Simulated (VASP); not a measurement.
# Co (Im-3m) in VASP: notebook, part 2 of 2

VASP 6.6.1. The steps go on from the part before.

**4. Relaxation of cell and atoms, PBE, collinear spin, ferromagnetic start**

INCAR reads:

```
PREC = Accurate
ENCUT = 600
EDIFF = 1E-6
ISMEAR = 0
SIGMA = 0.1
LREAL = F
LASPH = T
NELM = 150
ALGO = Normal
ISIF = 3
LWAVE = F
LCHARG = F
ISPIN = 2
MAGMOM = 2.06
LORBIT = 11
LMAXMIX = 4
GGA = PE
IBRION = 2
NSW = 100
EDIFFG = -0.005
```

KPOINTS reads:

```
regular mesh
0
Gamma
  20 20 20
```

POSCAR reads:

```
Co
1.0
   -1.4023200000      1.4023200000      1.4023200000
    1.4023200000     -1.4023200000      1.4023200000
    1.4023200000      1.4023200000     -1.4023200000
Co
1
Direct
    0.0000000000      0.0000000000      0.0000000000
```

Potentials or basis: VASP PAW PBE potentials, release 64 (Co).

Run with:

```sh
$ cat potpaw_PBE.64/Co/POTCAR > POTCAR
$ mpirun -np 1 vasp_std > vasp.out
```

OUTCAR:

```text
PREC = Accurate
   ENCUT = 600
   EDIFF = 1E-6
   ISMEAR = 0
   LREAL = F
   LASPH = T
   NELM = 150
   ISIF = 3
   ISPIN = 2
   LORBIT = 11
   GGA = PE
   IBRION = 2
   NSW = 100
   EDIFFG = -0.005

 ion  position               nearest neighbor table
   1  0.000  0.000  0.000-

  LATTYP: Found a body centered cubic cell.
 ALAT       =     2.8046400000

  Lattice vectors:

 A1 = (  -1.4023200000,   1.4023200000,   1.4023200000)
 A2 = (   1.4023200000,  -1.4023200000,   1.4023200000)
 A3 = (   1.4023200000,   1.4023200000,  -1.4023200000)

Analysis of symmetry for initial positions (statically):
=====================================================================
 Subroutine PRICEL returns:
 Original cell was already a primitive cell.

 Routine SETGRP: Setting up the symmetry group for a
 body centered cubic supercell.

 Subroutine GETGRP returns: Found 48 space group operations
 (whereof 48 operations were pure point group operations)
 out of a pool of 48 trial point group operations.

The static configuration has the point symmetry O_h .

Analysis of symmetry for dynamics (positions and initial velocities):
=====================================================================
 Subroutine PRICEL returns:
 Original cell was already a primitive cell.

 Routine SETGRP: Setting up the symmetry group for a
 body centered cubic supercell.

 Subroutine GETGRP returns: Found 48 space group operations
 (whereof 48 operations were pure point group operations)
[... 231 lines left out ...]
--------------------------------------- Ionic step        3  -------------------------------------------

 number of electron       9.0000003 magnetization       1.7246858

 Free energy of the ion-electron system (eV)
  ---------------------------------------------------
  ext. energy  EPLUGINS =         0.00000000
  ---------------------------------------------------
  free energy    TOTEN  =        -6.95007199 eV

  energy without entropy =       -6.94182201  energy(sigma->0) =       -6.94594700

 E-fermi :  10.3649     XC(G=0): -13.3061

 val. band max:       10.3622967505   @ k =   0.2500   0.2000  -0.0000
 cond. band min:      10.3649698058   @ k =  -0.4500  -0.4500   0.3500
 fundamental gap:      0.0026730552
 Fermi energy:        10.3648964159

 spin component 1

 k-point     1 :       0.0000    0.0000    0.0000
  band No.  band energies     occupation
      1       1.1880      1.00000
      2       7.3404      1.00000
      3       7.3404      1.00000
      4       7.3404      1.00000
      5       8.4035      1.00000
      6       8.4035      1.00000
      7      35.5761      0.00000
      8      35.5761      0.00000
      9      35.5761      0.00000
[... 265 lines left out ...]
 k-point    24 :       0.2500    0.1000    0.0000
  band No.  band energies     occupation
      1       4.4318      1.00000
      2       6.6959      1.00000
      3       7.1087      1.00000
      4       8.2636      1.00000
      5       8.5804      1.00000
      6       9.1789      1.00000
      7      23.3981      0.00000
      8      28.1570      0.00000
      9      31.5477      0.00000

 [... further k-points ...]

 spin component 2

 k-point     1 :       0.0000    0.0000    0.0000
  band No.  band energies     occupation
      1       1.2277      1.00000
      2       8.8639      1.00000
      3       8.8639      1.00000
      4       8.8639      1.00000
      5      10.7014      0.00000
      6      10.7014      0.00000
      7      35.3311      0.00000
      8      35.3311      0.00000
      9      35.3311      0.00000
[... 304 lines left out ...]
  FREE ENERGIE OF THE ION-ELECTRON SYSTEM (eV)
  ---------------------------------------------------
  free  energy   TOTEN  =        -6.9500719931 eV

  energy  without entropy=       -6.9418220120  energy(sigma->0) =       -6.94594700

 reached required accuracy - stopping structural energy minimisation

 total charge

# of ion       s       p       d       tot
------------------------------------------
    1        0.482   0.518   7.234   8.234

 magnetization (x)

# of ion       s       p       d       tot
------------------------------------------
    1       -0.005  -0.047   1.797   1.746
```

OSZICAR:

```text
N       E                     dE             d eps       ncg     rms          rms(c)
DAV:   1     0.225234915124E+02    0.22523E+02   -0.46034E+03  9320   0.132E+03
DAV:   2    -0.744738311071E+01   -0.29971E+02   -0.28763E+02  9349   0.159E+02
[... 18 lines left out ...]
   2 F= -.69500666E+01 E0= -.69459375E+01  d E =-.351336E-06  mag=     1.7252
       N       E                     dE             d eps       ncg     rms          rms(c)
DAV:   1    -0.695014544179E+01   -0.78987E-04   -0.13899E-03  9619   0.638E-01    0.687E-02
DAV:   2    -0.695008647437E+01    0.58967E-04   -0.87366E-04  9697   0.446E-01    0.452E-02
DAV:   3    -0.695007293528E+01    0.13539E-04   -0.93883E-05  9554   0.157E-01    0.210E-02
DAV:   4    -0.695007199306E+01    0.94222E-06   -0.25458E-07  4948   0.719E-03
   3 F= -.69500720E+01 E0= -.69459470E+01  d E =-.572101E-05  mag=     1.7248
```

It took 60 s on 1 thread of Intel Xeon Platinum 8488C (Sapphire Rapids), shared host; peak memory 0.18 GiB.

What came out:

```
Free energy                                           : -6.9501 eV
Relaxed volume                                        : 11.04 Å³/atom
Relaxed cell                                          : a = 2.429 Å, b = 2.429 Å, c = 2.429 Å, α = 109.47°, β = 109.47°, γ = 109.47°
Space group after relaxing (to 0.1 Å)                 : Im-3m (No. 229)
Energy gained by relaxing                             : 0.0 meV/atom
Ionic steps                                           : 3
Pressure after relaxing                               : 0.0 GPa
Net moment                                            : 1.72 μB per cell
Site moments                                          : Co +1.75 μB
Valence electrons inside the program's atomic spheres : Co 8.23
```

Final structure:
```yaml
crystal:
  lattice:
    - [-1.40267, 1.40267, 1.40267]
    - [1.40267, -1.40267, 1.40267]
    - [1.40267, 1.40267, -1.40267]
  atoms:
    - { symbol: Co, position: [0.00000, 0.00000, 0.00000] }
```

**5. The runs side by side**

| task | cell | k mesh | cutoff (eV) | gap on the mesh (eV) | pressure (GPa) | moment (μB) |
| --- | --- | --- | --- | --- | --- | --- |
| single point | a = 2.429 Å, angles 109.5°, 1 atom | 8 × 8 × 8 | 520 | none | 0.9 | 1.81 |
| single point | a = 2.433 Å, angles 109.5°, 1 atom | 20 × 20 × 20 | 520 | none | -0.8 | 1.73 |
| relaxation of cell and atoms | relaxed from a = 2.429 Å, angles 109.5°, 1 atom | 20 × 20 × 20 | 600 | none | 0.0 | 1.72 |

Alike in all rows: level PBE; potentials or basis VASP PAW PBE potentials, release 64 (Co); spin collinear, ferromagnetic start; smearing gaussian 0.1 eV.

Caveats: some runs use coarse meshes.

Total energies depend on the potentials used, so only differences within one code and one set of settings carry meaning.
